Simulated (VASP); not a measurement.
# TaN (P-6m2) in VASP: a series of runs

Aim: see how the results for TaN move with the level of theory and the settings. Levels: PBEsol-based screened hybrid with 25 % exact exchange, r2SCANh. Tasks: single point.

Everything below comes from runs of VASP 6.6.1. Logs are shortened: lines on timing, memory, paths and dates and some standing lists are left out, and cuts for length are marked.

## 1. The cell of the first run

The structure is hexagonal, space group P-6m2 (No. 187). Conventional cell: a = 2.938 Å, b = 2.938 Å, c = 2.883 Å, α = 90.00°, β = 90.00°, γ = 120.00°. Ta (site symmetry -6m2) has 6 N at 2.23 Å and 8 Ta at 2.88 to 2.94 Å within 3.0 Å. Within 3.0 Å of N (site symmetry -6m2) lie 6 Ta at 2.23 Å and 8 N at 2.88 to 2.94 Å.

## 2. Single point, PBEsol-based screened hybrid with 25 % exact exchange

File POSCAR:

```
TaN
1.0
    2.9380000000      0.0000000000      0.0000000000
   -1.4690000000      2.5443826363      0.0000000000
    0.0000000000      0.0000000000      2.8830000000
Ta N
1 1
Direct
    0.0000000000      0.0000000000      0.5000000000
    0.6666666667      0.3333333333      0.0000000000
```

File INCAR.step1:

```
SYSTEM = TaN
  PREC = Accurate
  ENCUT = 520
  EDIFF = 1E-5
  ISMEAR = -1
  SIGMA = 0.05
  LREAL = .FALSE.
  LASPH = .TRUE.
  NELM = 100
  ALGO = Normal
  ISIF = 2
  LWAVE = .TRUE.
  NBANDS = 15
  GGA = PE
```

File INCAR.step2:

```
SYSTEM = TaN
  PREC = Accurate
  ENCUT = 520
  EDIFF = 1E-7
  ISMEAR = -1
  SIGMA = 0.05
  LREAL = .FALSE.
  LASPH = .TRUE.
  NELM = 100
  ALGO = Normal
  ISIF = 2
  LWAVE = .FALSE.
  LCHARG = .TRUE.
  GGA = PS
  LHFCALC = .TRUE.
  AEXX = 0.25
  HFSCREEN = 0.207
  PRECFOCK = Normal
  LELF = .TRUE.
  LVHAR = .TRUE.
  NBANDS = 15
  ISTART = 1
```

File KPOINTS:

```
regular mesh
0
G
  5 5 5
  0 0 0
```

Potentials or basis: VASP PAW PBE potentials, release 64 (Ta_pv, N).

Run with:

```bash
cat potpaw_PBE.64/Ta_pv/POTCAR potpaw_PBE.64/N/POTCAR > POTCAR
cp INCAR.step1 INCAR
mpirun -np 1 vasp_std > vasp.out
cp INCAR.step2 INCAR
mpirun -np 1 vasp_std > vasp.out
```

OUTCAR:

```text
SYSTEM = TaN
   PREC = Accurate
   ENCUT = 520
   EDIFF = 1E-7
   ISMEAR = -1
   LREAL = .FALSE.
   LASPH = .TRUE.
   NELM = 100
   ISIF = 2
   GGA = PS
   LHFCALC = .TRUE.
   AEXX = 0.25
   HFSCREEN = 0.207
   PRECFOCK = Normal
   ISTART = 1

 ion  position               nearest neighbor table
   1  0.000  0.000  0.500-   2 2.23   2 2.23   2 2.23   2 2.23   2 2.23   2 2.23
   2  0.667  0.333  0.000-   1 2.23   1 2.23   1 2.23   1 2.23   1 2.23   1 2.23

  LATTYP: Found a hexagonal cell.
 ALAT       =     2.9380000000
 C/A-ratio  =     0.9812797822

  Lattice vectors:

 A1 = (   2.9380000000,   0.0000000000,   0.0000000000)
 A2 = (  -1.4690000000,   2.5443826363,   0.0000000000)
 A3 = (   0.0000000000,   0.0000000000,   2.8830000000)

Analysis of symmetry for initial positions (statically):
=====================================================================
 Subroutine PRICEL returns:
 Original cell was already a primitive cell.

 Routine SETGRP: Setting up the symmetry group for a
 hexagonal supercell.

 Subroutine GETGRP returns: Found 12 space group operations
 (whereof 12 operations were pure point group operations)
 out of a pool of 24 trial point group operations.

The static configuration has the point symmetry D_3h.

Analysis of symmetry for dynamics (positions and initial velocities):
=====================================================================
 Subroutine PRICEL returns:
 Original cell was already a primitive cell.

 Routine SETGRP: Setting up the symmetry group for a
 hexagonal supercell.

 Subroutine GETGRP returns: Found 12 space group operations
 (whereof 12 operations were pure point group operations)
 out of a pool of 24 trial point group operations.

The dynamic configuration has the point symmetry D_3h.

 Subroutine INISYM returns: Found 12 space group operations
 (whereof 12 operations are pure point group operations),
 and found     1 'primitive' translations

----------------------------------------------------------------------------------------

                                     Primitive cell

  volume of cell :      21.5516

  direct lattice vectors                    reciprocal lattice vectors
     2.938000000  0.000000000  0.000000000     0.340367597  0.196511324  0.000000000
    -1.469000000  2.544382636  0.000000000     0.000000000  0.393022648  0.000000000
     0.000000000  0.000000000  2.883000000     0.000000000  0.000000000  0.346860909

  length of vectors
     2.938000000  2.938000000  2.883000000     0.393022648  0.393022648  0.346860909

  position of ions in fractional coordinates (direct lattice)
     0.000000000  0.000000000  0.500000000
     0.666666667  0.333333333  0.000000000

  ion indices of the primitive-cell ions
   primitive index   ion index
                 1           1
                 2           2

----------------------------------------------------------------------------------------

 KPOINTS: regular mesh

Automatic generation of k-mesh.
 Grid dimensions read from file:
 generate k-points for:    5    5    5

 Generating k-lattice:

  Cartesian coordinates                     Fractional coordinates (reciprocal lattice)
     0.068073519  0.039302265  0.000000000     0.200000000  0.000000000  0.000000000
     0.000000000  0.078604530  0.000000000     0.000000000  0.200000000  0.000000000
     0.000000000  0.000000000  0.069372182     0.000000000  0.000000000  0.200000000

  Length of vectors
     0.078604530  0.078604530  0.069372182

  Shift w.r.t. Gamma in fractional coordinates (k-lattice)
     0.000000000  0.000000000  0.000000000

 Subroutine IBZKPT returns following result:
 ===========================================

 Found     15 irreducible k-points:

 Following reciprocal coordinates:
            Coordinates               Weight
  0.000000  0.000000  0.000000      1.000000
  0.200000  0.000000  0.000000      6.000000
  0.400000  0.000000  0.000000      6.000000
  0.200000  0.200000  0.000000      6.000000
  0.400000  0.200000  0.000000      6.000000
  0.000000  0.000000  0.200000      2.000000
  0.200000  0.000000  0.200000     12.000000
  0.400000  0.000000  0.200000     12.000000
  0.200000  0.200000  0.200000     12.000000
  0.400000  0.200000  0.200000     12.000000
  0.000000  0.000000  0.400000      2.000000
  0.200000  0.000000  0.400000     12.000000
  0.400000  0.000000  0.400000     12.000000
  0.200000  0.200000  0.400000     12.000000
  0.400000  0.200000  0.400000     12.000000
   k-points           NKPTS =     15   k-points in BZ     NKDIM =    125   number of bands    NBANDS=     15
   number of dos      NEDOS =    301   number of ions     NIONS =      2
   total plane-waves  NPLWV =  13824
   dimension x,y,z NGX =    24 NGY =   24 NGZ =   24
   dimension x,y,z NGXF=    48 NGYF=   48 NGZF=   48
   ions per type =               1   1
   NGX,Y,Z   is equivalent  to a cutoff of  13.58, 13.58, 13.84 a.u.
   NGXF,Y,Z  is equivalent  to a cutoff of  27.16, 27.16, 27.68 a.u.
 SYSTEM =  TaN
   PREC   = accura    normal or accurate (medium, high low for compatibility)
   ISTART =      1    job   : 0-new  1-cont  2-samecut
   ICHARG =      0    charge: 1-file 2-atom 10-const
   ISPIN  =      1    spin polarized calculation?
   LNONCOLLINEAR =      F non collinear calculations
   LSORBIT =      F    spin-orbit coupling
   LASPH  =      T    aspherical Exc in radial PAW
   ENCUT  =  520.0 eV  38.22 Ry    6.18 a.u.   5.46  5.46  5.36*2*pi/ulx,y,z
   NELM   =    100;   NELMIN=  2; NELMDL=  0     # of ELM steps
   EDIFF  = 0.1E-06   stopping-criterion for ELM
   LREAL  =      F    real-space projection
   EDIFFG = 0.1E-05   stopping-criterion for IOM
   NSW    =      0    number of steps for IOM
   IBRION =     -1    ionic relax: 0-MD 1-quasi-New 2-CG
   NFREE  =      0    steps in history (QN), initial steepest desc. (CG)
   ISIF   =      2    stress and relaxation
   ISYM   =      3    0-nonsym 1-usesym 2-fastsym
   POTIM  = 0.5000    time-step for ionic-motion
   TEBEG  =    0.0;   TEEND  =   0.0 temperature during run
   PSTRESS=    0.0 pullay stress
   NELECT =      16.0000    total number of electrons
   NUPDOWN=      -1.0000    fix difference up-down
   EMIN   =  10.00;   EMAX   =-10.00  energy-range for DOS
   EFERMI =   0.00;   METHOD = LEGACY
   ISMEAR =    -1;   SIGMA  =   0.05  broadening in eV -4-tet -1-fermi 0-gaus
   EFERMI_NEDOS =   21; number of points for ismear=-14 and -15
   IALGO  =     38    algorithm
   IMIX   =      1    mixing-type and parameters
     AMIX     =   0.40;   BMIX     =  1.00
     AMIX_MAG =   1.60;   BMIX_MAG =  1.00
  volume/ion in A,a.u.               =      10.78        72.72
  Fermi-wavevector in a.u.,A,eV,Ry     =   1.482365  2.801264 29.897531  2.197407
  Thomas-Fermi vector in A             =   2.596160
   LORBIT       =      0    0 simple, 1 ext, 2 COOP (PROOUT), +10 PAW based schemes
   GGA     = PS    functional components
   LHFCALC =     T    Hartree Fock is set to
   PRECFOCK=normal    Normal, Fast or Accurate (Low or Medium for compatibility)
   ENCUT4O =  -1.0   cutoff for four orbital integrals eV
   NKREDX  =     1    reduce k-point grid by
   NKREDY  =     1    reduce k-point grid by
   NKREDZ  =     1    reduce k-point grid by
   AEXX    =    0.2500 exact exchange contribution
   HFSCREEN=    0.2070 screening length (either q_TF or 0.3 A-1)
   HFSCREENC=   0.2070 screening length for correlation (either q_TF or 0.3 A-1)
   ENCUTFOCK=  -1.0 apply spherical cutoff to Coloumb kernel
   IVDW    =     0    specifies the selected vdW correction
   LEPSILON=     F    determine dielectric tensor
   LRPA    =     F    only Hartree local field effects (RPA)
 non-spin polarized calculation
  energy-cutoff  :      520.00
  volume of cell :       21.55
 maximum number of plane-waves:       599
 NGX is ok and might be reduce to    24
  NGX = 18; NGY = 18; NGZ = 18

 number of electron      16.0000001 magnetization

 Free energy of the ion-electron system (eV)
  ---------------------------------------------------
  ext. energy  EPLUGINS =         0.00000000
  ---------------------------------------------------
  free energy    TOTEN  =       -27.31005759 eV

  energy without entropy =      -27.30783952  energy(sigma->0) =      -27.30894855

 E-fermi :   8.2156     XC(G=0): -10.9794

 val. band max:        8.2156080541   @ k =   0.0000   0.0000   0.4000
 cond. band min:       8.2156081711   @ k =   0.0000   0.0000   0.4000
 fundamental gap:      0.0000001170
 Fermi energy:         8.2156081125

 k-point     1 :       0.0000    0.0000    0.0000
  band No.  band energies     occupation
      1     -29.2905      2.00000
      2     -29.0194      2.00000
      3     -29.0194      2.00000
      4     -11.9375      2.00000
      5       2.6758      2.00000
      6       2.6758      2.00000
      7       3.1398      2.00000
      8       4.4556      2.00000
      9      10.8400      0.00000
     10      12.2981      0.00000
     11      12.2981      0.00000
     12      12.8085      0.00000
     13      12.8085      0.00000
     14      22.0616      0.00000
     15      23.2983      0.00000

 k-point     2 :       0.2000    0.0000    0.0000
  band No.  band energies     occupation
      1     -29.4540      2.00000
      2     -29.2316      2.00000
      3     -29.1124      2.00000
      4     -11.1126      2.00000
      5       0.7861      2.00000
      6       3.2631      2.00000
      7       3.4483      2.00000
      8       4.0761      2.00000
      9      10.8858      0.00000
     10      12.4032      0.00000
     11      12.5037      0.00000
     12      13.3492      0.00000
     13      13.6549      0.00000
     14      22.0585      0.00000
     15      23.2946      0.00000
[... 203 lines left out ...]
      3     -29.2384      2.00000
      4      -9.5975      2.00000
      5      -0.1645      2.00000
      6       0.4396      2.00000
      7       2.7209      2.00000
      8       6.0677      2.00000
      9      11.8533      0.00000
     10      12.6358      0.00000
     11      13.5708      0.00000
     12      15.5311      0.00000
     13      19.1817      0.00000
     14      22.1991      0.00000
     15      23.2817      0.00000

 k-point    15 :       0.4000    0.2000    0.4000
  band No.  band energies     occupation
      1     -29.9251      2.00000
      2     -29.8953      2.00000
      3     -29.4234      2.00000
      4      -9.6628      2.00000
      5      -0.7899      2.00000
      6       0.3595      2.00000
      7       2.7133      2.00000
      8       7.0549      2.00000
      9      13.0706      0.00000
     10      13.5404      0.00000
     11      14.9303      0.00000
     12      16.1443      0.00000
     13      18.7307      0.00000
     14      20.8131      0.00000
     15      22.4500      0.00000

------------------------ aborting loop because EDIFF is reached ----------------------------------------

  FORCE on cell =-STRESS in cart. coord.  units (eV):
  Direction    XX          YY          ZZ          XY          YZ          ZX
  --------------------------------------------------------------------------------------
  -------------------------------------------------------------------------------------
  Total       -1.3086243     -1.3086243     -1.5462955      0.0000000      0.0000000     -0.0000000
  in kB      -97.2851867    -97.2851867   -114.9540380      0.0000000      0.0000000     -0.0000000
  external PRESSURE =    -103.1748038 kB  Pullay stress =       0.0000000 kB

 VOLUME and BASIS-vectors are now :
 -----------------------------------------------------------------------------
  energy-cutoff  :      520.00
  volume of cell :       21.55
      direct lattice vectors                 reciprocal lattice vectors
     2.938000000  0.000000000  0.000000000     0.340367597  0.196511324  0.000000000
    -1.469000000  2.544382636  0.000000000     0.000000000  0.393022648  0.000000000
     0.000000000  0.000000000  2.883000000     0.000000000  0.000000000  0.346860909

 POSITION                                       TOTAL-FORCE (eV/Angst)
 -----------------------------------------------------------------------------------
      0.00000      0.00000      1.44150         0.000000     -0.000000      0.000000
      1.46900      0.84813      0.00000         0.000000      0.000000      0.000000
 -----------------------------------------------------------------------------------
    total drift:                                0.000000     -0.000001     -0.000000

  FREE ENERGIE OF THE ION-ELECTRON SYSTEM (eV)
  ---------------------------------------------------
  free  energy   TOTEN  =       -27.3100575876 eV

  energy  without entropy=      -27.3078395166  energy(sigma->0) =      -27.30894855
```

It took 8.1 min on 1 thread of Intel Xeon Platinum 8559C (Emerald Rapids), shared host; peak memory 0.25 GiB.

What came out:

| Quantity | Value |
| --- | --- |
| Free energy | -27.3101 eV |
| Pressure | -10.3 GPa |
| Band gap on the k mesh | zero (filled and empty bands touch) |

Caveat: the k points lie up to 0.49 Å⁻¹ apart; the PAW data sets were made with another functional, which shifts forces and pressure a little; spin-orbit coupling is left out, which moves the levels of the heavy elements.

(Part 1 of 2 ends here.)
